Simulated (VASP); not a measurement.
Crystal: LaZn.

```
CELL_PARAMETERS angstrom
3.75000 0.00000 0.00000
0.00000 3.75000 0.00000
0.00000 0.00000 3.75000
ATOMIC_POSITIONS crystal
La 0.00000 0.00000 0.00000
Zn 0.50000 0.50000 0.50000
```

```yaml
Program: VASP 6.6.1
Task: relaxation of cell and atoms
Functional: PBEsol
Potentials_or_basis: VASP PAW PBE potentials, release 64 (La, Zn)
Cutoff: 600 eV
k_mesh: 12 × 12 × 12
Occupations: gaussian, width 0.1 eV
Spin: no spin polarisation
```

At the start: pressure -2.4 GPa; volume 26.37 Å³/atom.

Problem. Where does the relaxation end?

Solution. Over 3 steps the energy falls by 9.8 meV/atom and the volume is 25.10 Å³/atom (-4.8 %); space group Pm-3m (No. 221, to 0.05 Å).

Step by step:
| step | energy change (eV) | largest force (eV/Å) | pressure (GPa) | volume (Å³) |
| --- | --- | --- | --- | --- |
| 1 | 0.0000 | 0.0000 | -2.39 | 52.73 |
| 2 | -0.0190 | 0.0000 | 0.45 | 49.79 |
| 3 | -0.0196 | 0.0000 | 0.00 | 50.20 |

Final structure:
```
La Zn
1.0
     3.68897    0.00000    0.00000
     0.00000    3.68897    0.00000
     0.00000    0.00000    3.68897
La Zn
1 1
Direct
  0.00000 0.00000 0.00000
  0.50000 0.50000 0.50000
```

Caveat: the PAW data sets were made with another functional, which shifts forces and pressure a little.
